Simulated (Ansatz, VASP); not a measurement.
**Two plane-wave programs on C**

```
C
1.0
    -0.18827    1.69441    1.69441
     1.69441   -0.18827    1.69441
     1.69441    1.69441   -0.18827
C
2
Direct
  0.50000 0.50000 0.50000
  0.75000 0.75000 0.75000
```

Alike in both runs: task single point; functional LDA; k mesh 12 × 12 × 12; occupations gaussian, width 0.05 eV; no spin polarisation.

|  | VASP | Ansatz |
| --- | --- | --- |
| version | VASP 6.6.1 | Ansatz 0.2.0 |
| potentials or method | VASP PAW LDA potentials, release 64 (C), cutoff 520 eV | scalar-relativistic, plane waves, PAW |
| valence electrons in the cell | 8 | 8 |

Ansatz gave:

- gap on the k mesh at the Fermi level (eV): 2.47
- least direct gap on the mesh (eV): 3.71
- pressure (GPa): 3.3
- traceless stress, the component that is largest in VASP (GPa): 67.45
- rms of the force components (eV/Å): 1.305

Question: Estimate VASP's values.

Answer: gap on the k mesh at the Fermi level (eV): 2.46; least direct gap on the mesh (eV): 3.70; pressure (GPa): 4.7; traceless stress, the component that is largest in VASP (GPa): 67.67; rms of the force components (eV/Å): 1.326.

LDA's correlation is that of Perdew and Zunger in VASP and of Perdew and Wang (1992) in Ansatz. Atom by atom the forces differ by 0.021 eV/Å (rms over components).
